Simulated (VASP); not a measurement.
# AlGa3As4 (P-43m) in VASP: further runs, part 2 of 2

VASP 6.6.1. Earlier steps stand in the parts before.

## 4. Single point, PBE

This run uses another cell than the first one, of 23.64 Å³/atom.

The input, INCAR:

```
ALGO = Normal
EDIFF = 1E-6
ENCUT = 520
GGA = PE
ISIF = 2
ISMEAR = 0
LASPH = True
LCHARG = False
LREAL = False
LWAVE = False
NBANDS = 41
NELM = 80
PREC = Accurate
SIGMA = 0.02
```

The input, KPOINTS:

```
k-points
0
Gamma
  6 6 6
```

The input, POSCAR:

```
AlGa3As4
1.0
    5.7404116102      0.0000000000      0.0000000000
    0.0000000000      5.7404116102      0.0000000000
    0.0000000000      0.0000000000      5.7404116102
Al Ga As
1 3 4
Direct
    0.5000000000      0.5000000000      0.5000000000
    0.5000000000      0.0000000000      0.0000000000
    0.0000000000      0.0000000000      0.5000000000
    0.0000000000      0.5000000000      0.0000000000
    0.7493164685      0.2506835315      0.7493164685
    0.7493164685      0.7493164685      0.2506835315
    0.2506835315      0.2506835315      0.2506835315
    0.2506835315      0.7493164685      0.7493164685
```

Potentials or basis: VASP PAW PBE potentials, release 64 (Al, Ga_d, As).

Started as:

```bash
$ cat potpaw_PBE.64/Al/POTCAR potpaw_PBE.64/Ga_d/POTCAR potpaw_PBE.64/As/POTCAR > POTCAR
$ mpirun -np 1 vasp_std > vasp.out
```

OUTCAR:

```text
EDIFF = 1E-6
   ENCUT = 520
   GGA = PE
   ISIF = 2
   ISMEAR = 0
   LASPH = True
   LREAL = False
   NELM = 80
   PREC = Accurate

 ion  position               nearest neighbor table
   1  0.500  0.500  0.500-   5 2.48   6 2.48   7 2.48   8 2.48
   2  0.500  0.000  0.000-   5 2.49   6 2.49   7 2.49   8 2.49
   3  0.000  0.000  0.500-   5 2.49   6 2.49   7 2.49   8 2.49
   4  0.000  0.500  0.000-   5 2.49   6 2.49   7 2.49   8 2.49
   5  0.749  0.251  0.749-   1 2.48   2 2.49   3 2.49   4 2.49
   6  0.749  0.749  0.251-   1 2.48   2 2.49   3 2.49   4 2.49
   7  0.251  0.251  0.251-   1 2.48   2 2.49   3 2.49   4 2.49
   8  0.251  0.749  0.749-   1 2.48   2 2.49   3 2.49   4 2.49

  LATTYP: Found a simple cubic cell.
 ALAT       =     5.7404116102

  Lattice vectors:

 A1 = (   5.7404116102,   0.0000000000,   0.0000000000)
 A2 = (   0.0000000000,   5.7404116102,   0.0000000000)
 A3 = (   0.0000000000,   0.0000000000,   5.7404116102)

Analysis of symmetry for initial positions (statically):
=====================================================================
 Subroutine PRICEL returns:
 Original cell was already a primitive cell.

 Routine SETGRP: Setting up the symmetry group for a
 simple cubic supercell.

 Subroutine GETGRP returns: Found 24 space group operations
 (whereof 24 operations were pure point group operations)
 out of a pool of 48 trial point group operations.

The static configuration has the point symmetry T_d .

Analysis of symmetry for dynamics (positions and initial velocities):
=====================================================================
 Subroutine PRICEL returns:
 Original cell was already a primitive cell.

 Routine SETGRP: Setting up the symmetry group for a
 simple cubic supercell.

[... 133 lines left out ...]
  Fermi-wavevector in a.u.,A,eV,Ry     =   1.128745  2.133018 17.334699  1.274064
  Thomas-Fermi vector in A             =   2.265436
   LORBIT       =      0    0 simple, 1 ext, 2 COOP (PROOUT), +10 PAW based schemes
   GGA     = PE    functional components
   LHFCALC =     F    Hartree Fock is set to
   AEXX    =    0.0000 exact exchange contribution
   IVDW    =     0    specifies the selected vdW correction
   LEPSILON=     F    determine dielectric tensor
   LRPA    =     F    only Hartree local field effects (RPA)
 non-spin polarized calculation
 Gauss-broadening in eV      SIGMA  =   0.02
  energy-cutoff  :      520.00
  volume of cell :      189.16
 maximum number of plane-waves:      5125
 NGX is ok and might be reduce to    48
   NGX = 21   NGY = 21   NGZ = 21

 number of electron      62.0000051 magnetization

 Free energy of the ion-electron system (eV)
  ---------------------------------------------------
  ext. energy  EPLUGINS =         0.00000000
  ---------------------------------------------------
  free energy    TOTEN  =       -34.19449917 eV

  energy without entropy =      -34.19449917  energy(sigma->0) =      -34.19449917

 E-fermi :   3.6369     XC(G=0):  -9.2588

 val. band max:        3.5041536048   @ k =   0.0000   0.0000   0.0000
 cond. band min:       4.0500140734   @ k =   0.0000   0.0000   0.0000
 fundamental gap:      0.5458604687
 Fermi energy:         3.6369405076

 k-point     1 :       0.0000    0.0000    0.0000
  band No.  band energies     occupation
      1     -11.1864      2.00000
      2     -11.1864      2.00000
      3     -11.1864      2.00000
      4     -11.1076      2.00000
      5     -11.1076      2.00000
      6     -11.1076      2.00000
[... 869 lines left out ...]
     40       8.1845      0.00000
     41       8.2415      0.00000

------------------------ aborting loop because EDIFF is reached ----------------------------------------

  FORCE on cell =-STRESS in cart. coord.  units (eV):
  Direction    XX          YY          ZZ          XY          YZ          ZX
  --------------------------------------------------------------------------------------
  -------------------------------------------------------------------------------------
  Total        0.2415139      0.2415139      0.2415139      0.0000000      0.0000000      0.0000000
  in kB        2.0456140      2.0456140      2.0456140      0.0000000      0.0000000      0.0000000
  external PRESSURE =       2.0456140 kB  Pullay stress =       0.0000000 kB

 VOLUME and BASIS-vectors are now :
 -----------------------------------------------------------------------------
  energy-cutoff  :      520.00
  volume of cell :      189.16
      direct lattice vectors                 reciprocal lattice vectors
     5.740411610  0.000000000  0.000000000     0.174203536  0.000000000  0.000000000
     0.000000000  5.740411610  0.000000000     0.000000000  0.174203536  0.000000000
     0.000000000  0.000000000  5.740411610     0.000000000  0.000000000  0.174203536

 POSITION                                       TOTAL-FORCE (eV/Angst)
 -----------------------------------------------------------------------------------
      2.87021      2.87021      2.87021         0.000000     -0.000000     -0.000000
      2.87021      0.00000      0.00000         0.000000      0.000000     -0.000000
      0.00000      0.00000      2.87021         0.000000     -0.000000      0.000000
      0.00000      2.87021      0.00000         0.000000     -0.000000     -0.000000
      4.30138      1.43903      4.30138        -0.001535      0.001535     -0.001535
      4.30138      4.30138      1.43903        -0.001535     -0.001535      0.001535
      1.43903      1.43903      1.43903         0.001535      0.001535      0.001535
      1.43903      4.30138      4.30138         0.001535     -0.001535     -0.001535
 -----------------------------------------------------------------------------------
    total drift:                               -0.000000     -0.000000      0.000000

  FREE ENERGIE OF THE ION-ELECTRON SYSTEM (eV)
  ---------------------------------------------------
  free  energy   TOTEN  =       -34.1944991725 eV

  energy  without entropy=      -34.1944991725  energy(sigma->0) =      -34.19449917
```

It took 78 s on 1 thread of Intel Xeon 6975P-C (Granite Rapids), shared host; peak memory 0.41 GiB.

Results:

```
Free energy            : -34.1945 eV
Pressure               : 0.2 GPa
Band gap on the k mesh : 0.55 eV
```

Forces in eV/Å, atoms in the order of the input:
```
Al   0.000  0.000  0.000
Ga   0.000  0.000  0.000
Ga   0.000  0.000  0.000
Ga   0.000  0.000  0.000
As  -0.002  0.002 -0.002
As  -0.002 -0.002  0.002
As   0.002  0.002  0.002
As   0.002 -0.002 -0.002
```

Caveat: semilocal functionals underestimate gaps, and a narrow one can read as zero. A k mesh can miss the band edges.

## 5. Relaxation of cell and atoms, PBE

The input, INCAR:

```
PREC = Accurate
ENCUT = 600
EDIFF = 1E-6
ISMEAR = 0
SIGMA = 0.1
LREAL = F
LASPH = T
NELM = 100
ALGO = Normal
ISIF = 3
LWAVE = F
LCHARG = F
GGA = PE
IBRION = 2
NSW = 90
EDIFFG = -0.04
```

The input, KPOINTS:

```
regular mesh
0
Gamma
  4 4 4
```

The input, POSCAR:

```
AlGa3As4
1.0
    5.5041080800      0.0000000000      0.0000000000
    0.0000000000      5.5041080800      0.0000000000
    0.0000000000      0.0000000000      5.5041080800
Al Ga As
1 3 4
Direct
    0.5000000000      0.5000000000      0.5000000000
    0.5000000000      0.0000000000      0.0000000000
    0.0000000000      0.0000000000      0.5000000000
    0.0000000000      0.5000000000      0.0000000000
    0.7500000000      0.2500000000      0.7500000000
    0.7500000000      0.7500000000      0.2500000000
    0.2500000000      0.2500000000      0.2500000000
    0.2500000000      0.7500000000      0.7500000000
```

Potentials or basis: VASP PAW PBE potentials, release 64 (Al, Ga_d, As).

Started as:

```bash
$ cat potpaw_PBE.64/Al/POTCAR potpaw_PBE.64/Ga_d/POTCAR potpaw_PBE.64/As/POTCAR > POTCAR
$ mpirun -np 1 vasp_std > vasp.out
```

OUTCAR:

```text
PREC = Accurate
   ENCUT = 600
   EDIFF = 1E-6
   ISMEAR = 0
   LREAL = F
   LASPH = T
   NELM = 100
   ISIF = 3
   GGA = PE
   IBRION = 2
   NSW = 90
   EDIFFG = -0.04

 ion  position               nearest neighbor table
   1  0.500  0.500  0.500-   5 2.38   6 2.38   7 2.38   8 2.38
   2  0.500  0.000  0.000-   5 2.38   6 2.38   7 2.38   8 2.38
   3  0.000  0.000  0.500-   5 2.38   6 2.38   7 2.38   8 2.38
   4  0.000  0.500  0.000-   5 2.38   6 2.38   7 2.38   8 2.38
   5  0.750  0.250  0.750-   1 2.38   2 2.38   3 2.38   4 2.38
   6  0.750  0.750  0.250-   1 2.38   2 2.38   3 2.38   4 2.38
   7  0.250  0.250  0.250-   1 2.38   2 2.38   3 2.38   4 2.38
   8  0.250  0.750  0.750-   1 2.38   2 2.38   3 2.38   4 2.38

  LATTYP: Found a simple cubic cell.
 ALAT       =     5.5041080800

  Lattice vectors:

 A1 = (   5.5041080800,   0.0000000000,   0.0000000000)
 A2 = (   0.0000000000,   5.5041080800,   0.0000000000)
 A3 = (   0.0000000000,   0.0000000000,   5.5041080800)

Analysis of symmetry for initial positions (statically):
=====================================================================
 Subroutine PRICEL returns:
 Original cell was already a primitive cell.

 Routine SETGRP: Setting up the symmetry group for a
 simple cubic supercell.

 Subroutine GETGRP returns: Found 24 space group operations
 (whereof 24 operations were pure point group operations)
 out of a pool of 48 trial point group operations.

The static configuration has the point symmetry T_d .
[... 144 lines left out ...]
  energy-cutoff  :      600.00
  volume of cell :      166.75
 maximum number of plane-waves:      5616
 NGX is ok and might be reduce to    48
   NGX = 21   NGY = 21   NGZ = 21

--------------------------------------- Ionic step        1  -------------------------------------------

 number of electron      62.0000007 magnetization

 Free energy of the ion-electron system (eV)
  ---------------------------------------------------
  ext. energy  EPLUGINS =         0.00000000
  ---------------------------------------------------
  free energy    TOTEN  =       -33.48723404 eV

  energy without entropy =      -33.48723404  energy(sigma->0) =      -33.48723404

 E-fermi :   5.1609     XC(G=0):  -9.8098

 val. band max:        4.6820811984   @ k =   0.0000   0.0000   0.0000
 cond. band min:       5.9942639084   @ k =   0.5000   0.5000   0.5000
 fundamental gap:      1.3121827100
 Fermi energy:         5.1608737079

 k-point     1 :       0.0000    0.0000    0.0000
  band No.  band energies     occupation
      1     -10.2669      2.00000
      2     -10.2669      2.00000
      3     -10.2669      2.00000
      4     -10.1434      2.00000
      5     -10.1434      2.00000
      6     -10.1434      2.00000
[... 556 lines left out ...]
--------------------------------------- Ionic step        5  -------------------------------------------

 number of electron      62.0000051 magnetization

 Free energy of the ion-electron system (eV)
  ---------------------------------------------------
  ext. energy  EPLUGINS =         0.00000000
  ---------------------------------------------------
  free energy    TOTEN  =       -34.17284500 eV

  energy without entropy =      -34.17284317  energy(sigma->0) =      -34.17284409

 E-fermi :   3.7908     XC(G=0):  -9.2583

 val. band max:        3.5091052701   @ k =   0.0000   0.0000   0.0000
 cond. band min:       4.0534503303   @ k =   0.0000   0.0000   0.0000
 fundamental gap:      0.5443450601
 Fermi energy:         3.7907931508

 k-point     1 :       0.0000    0.0000    0.0000
  band No.  band energies     occupation
      1     -11.1877      2.00000
      2     -11.1877      2.00000
      3     -11.1877      2.00000
      4     -11.1090      2.00000
      5     -11.1090      2.00000
      6     -11.1090      2.00000
[... 424 lines left out ...]
  FREE ENERGIE OF THE ION-ELECTRON SYSTEM (eV)
  ---------------------------------------------------
  free  energy   TOTEN  =       -34.1728450034 eV

  energy  without entropy=      -34.1728431670  energy(sigma->0) =      -34.17284409

 reached required accuracy - stopping structural energy minimisation
```

OSZICAR:

```text
N       E                     dE             d eps       ncg     rms          rms(c)
DAV:   1     0.553409928581E+03    0.55341E+03   -0.30420E+04   755   0.245E+03
DAV:   2     0.519434778271E+02   -0.50147E+03   -0.48965E+03   788   0.604E+02
DAV:   3    -0.298046943065E+02   -0.81748E+02   -0.78963E+02   913   0.171E+02
DAV:   4    -0.341456777565E+02   -0.43410E+01   -0.43093E+01   867   0.390E+01
[... 42 lines left out ...]
       N       E                     dE             d eps       ncg     rms          rms(c)
DAV:   1    -0.341727844912E+02   -0.31071E-03   -0.10531E-02   797   0.347E-01    0.280E-02
DAV:   2    -0.341728475098E+02   -0.63019E-04   -0.75223E-04   974   0.101E-01    0.113E-02
DAV:   3    -0.341728455922E+02    0.19176E-05   -0.18486E-05   875   0.208E-02    0.786E-03
DAV:   4    -0.341728450034E+02    0.58882E-06   -0.36365E-06   717   0.881E-03
   5 F= -.34172845E+02 E0= -.34172844E+02  d E =-.371416E-03
```

It took 2.7 min on 1 thread of Intel Xeon 6975P-C (Granite Rapids), shared host; peak memory 0.37 GiB.

Results:

```yaml
Free_energy: -34.1728 eV
Relaxed_volume: 23.64 Å³/atom
Relaxed_cell: a = 5.740 Å, b = 5.740 Å, c = 5.740 Å, α = 90.00°, β = 90.00°, γ = 90.00°
Space_group_after_relaxing_to_0.1_Å: P-43m (No. 215)
Energy_gained_by_relaxing: 85.7 meV/atom
Ionic_steps: 5
Pressure_after_relaxing: 0.2 GPa
Band_gap_on_the_k_mesh: 0.54 eV
```

The path:
| step | energy change (eV) | largest force (eV/Å) | pressure (GPa) | volume (Å³) |
| --- | --- | --- | --- | --- |
| 1 | 0.0000 | 0.0856 | 10.80 | 166.75 |
| 2 | -0.5252 | 0.0475 | -3.55 | 202.99 |
| 3 | -0.6855 | 0.0531 | -0.01 | 189.60 |
| 4 | -0.6852 | 0.0533 | 0.19 | 189.12 |
| 5 | -0.6856 | 0.0249 | 0.16 | 189.13 |

Final structure:
```
Al Ga As
1.0
     5.74009    0.00000    0.00000
     0.00000    5.74009    0.00000
     0.00000    0.00000    5.74009
Al Ga As
1 3 4
Direct
  0.50000 0.50000 0.50000
  0.50000 0.00000 0.00000
  0.00000 0.00000 0.50000
  0.00000 0.50000 0.00000
  0.74948 0.25052 0.74948
  0.74948 0.74948 0.25052
  0.25052 0.25052 0.25052
  0.25052 0.74948 0.74948
```

Caveat: semilocal functionals underestimate gaps, and a narrow one can read as zero.

## 6. Relaxation of cell and atoms, PBE

This run uses another cell than the first one, of 23.52 Å³/atom.

The input, INCAR:

```
SYSTEM = AlGa3As4
  PREC = Accurate
  ENCUT = 600
  EDIFF = 1E-6
  ISMEAR = 0
  SIGMA = 0.02
  LREAL = .FALSE.
  LASPH = .TRUE.
  NELM = 100
  ALGO = Normal
  ISIF = 3
  LWAVE = .FALSE.
  LCHARG = .FALSE.
  GGA = PE
  IBRION = 2
  NSW = 100
  EDIFFG = -0.01
```

The input, KPOINTS:

```
regular mesh
0
G
  6 6 6
  0 0 0
```

The input, POSCAR:

```
AlGa3As4
1.0
    5.7299542621      0.0000000000      0.0000000000
    0.0000000000      5.7299542621      0.0000000000
    0.0000000000      0.0000000000      5.7299542621
Al Ga As
1 3 4
Direct
    0.5000000000      0.5000000000      0.5000000000
    0.5000000000      0.0000000000      0.0000000000
    0.0000000000      0.0000000000      0.5000000000
    0.0000000000      0.5000000000      0.0000000000
    0.7493532455      0.2506467545      0.7493532455
    0.7493532455      0.7493532455      0.2506467545
    0.2506467545      0.2506467545      0.2506467545
    0.2506467545      0.7493532455      0.7493532455
```

Potentials or basis: VASP PAW PBE potentials, release 64 (Al, Ga_d, As).

Started as:

```bash
$ cat potpaw_PBE.64/Al/POTCAR potpaw_PBE.64/Ga_d/POTCAR potpaw_PBE.64/As/POTCAR > POTCAR
$ mpirun -np 1 vasp_std > vasp.out
```

It took 3 min on 1 thread of Intel Xeon 6975P-C (Granite Rapids), shared host; peak memory 0.44 GiB.

Results (log left out):

```yaml
Free_energy: -34.1942 eV
Relaxed_volume: 23.71 Å³/atom
Relaxed_cell: a = 5.746 Å, b = 5.746 Å, c = 5.746 Å, α = 90.00°, β = 90.00°, γ = 90.00°
Space_group_after_relaxing_to_0.1_Å: P-43m (No. 215)
Energy_gained_by_relaxing: 0.3 meV/atom
Ionic_steps: 3
Pressure_after_relaxing: 0.0 GPa
Largest_force_after_relaxing: 0.005 eV/Å
Band_gap_on_the_k_mesh: 0.53 eV
```

Forces on the atoms (eV/Å):
```
Al   0.000  0.000  0.000
Ga   0.000  0.000  0.000
Ga   0.000  0.000  0.000
Ga   0.000  0.000  0.000
As  -0.003  0.003 -0.003
As  -0.003 -0.003  0.003
As   0.003  0.003  0.003
As   0.003 -0.003 -0.003
```

The path:
| step | energy change (eV) | largest force (eV/Å) | pressure (GPa) | volume (Å³) |
| --- | --- | --- | --- | --- |
| 1 | 0.0000 | 0.0059 | 0.53 | 188.13 |
| 2 | -0.0023 | 0.0054 | -0.18 | 190.24 |
| 3 | -0.0026 | 0.0053 | 0.02 | 189.71 |

Final structure:
```
Al Ga As
1.0
     5.74597    0.00000    0.00000
     0.00000    5.74597    0.00000
     0.00000    0.00000    5.74597
Al Ga As
1 3 4
Cartesian
  2.8730 2.8730 2.8730
  2.8730 0.0000 0.0000
  0.0000 0.0000 2.8730
  0.0000 2.8730 0.0000
  4.3056 1.4403 4.3056
  4.3056 4.3056 1.4403
  1.4403 1.4403 1.4403
  1.4403 4.3056 4.3056
```

Levels at points of the mesh, in eV from the valence-band top:
| k point | band 28 | band 29 | band 30 | band 31 | band 32 | band 33 | band 34 | band 35 |
| --- | --- | --- | --- | --- | --- | --- | --- | --- |
| (0.00, 0.00, 0.00) | -2.39 | 0.00 | 0.00 | 0.00 | 0.53 | 1.57 | 1.57 | 1.57 |
| (0.50, 0.00, 0.00) | -1.54 | -1.54 | -1.44 | -1.44 | 2.03 | 2.23 | 3.21 | 3.27 |
| (0.50, 0.50, 0.00) | -1.09 | -1.08 | -1.08 | -0.99 | 2.59 | 2.73 | 2.73 | 3.15 |
| (0.50, 0.50, 0.50) | -0.97 | -0.94 | -0.94 | -0.94 | 0.93 | 0.93 | 0.93 | 1.87 |

Caveat: semilocal functionals underestimate gaps, and a narrow one can read as zero.

## 7. Overview

| task | cell | k mesh | cutoff (eV) | smearing | gap on the mesh (eV) | pressure (GPa) | relaxed volume (Å³/atom) | largest force (eV/Å) |
| --- | --- | --- | --- | --- | --- | --- | --- | --- |
| single point | a = 5.504 Å, 8 atoms, atomic positions A | 4 × 4 × 4 | 520 | gaussian 0.1 eV | 1.31 | 10.8 | - | - |
| single point | a = 5.730 Å, 8 atoms, atomic positions B | 4 × 4 × 4 | 520 | gaussian 0.1 eV | 0.58 | 0.5 | - | 0.01 |
| single point | a = 5.740 Å, 8 atoms, atomic positions B | 6 × 6 × 6 | 520 | gaussian 0.02 eV | 0.55 | 0.2 | - | - |
| relaxation of cell and atoms | relaxed from a = 5.504 Å, 8 atoms, atomic positions A | 4 × 4 × 4 | 600 | gaussian 0.1 eV | 0.54 | 0.2 | 23.64 | - |
| relaxation of cell and atoms | relaxed from a = 5.730 Å, 8 atoms, atomic positions B | 6 × 6 × 6 | 600 | gaussian 0.02 eV | 0.53 | 0.0 | 23.71 | 0.01 |

Alike in all rows: level PBE; potentials or basis VASP PAW PBE potentials, release 64 (Al, Ga_d, As); no spin polarisation.

Caveats: semilocal functionals underestimate gaps, and a narrow one can read as zero (at least some runs); the cell stands under pressure (at least some runs).

Absolute energies hang on the potentials; compare differences alone.
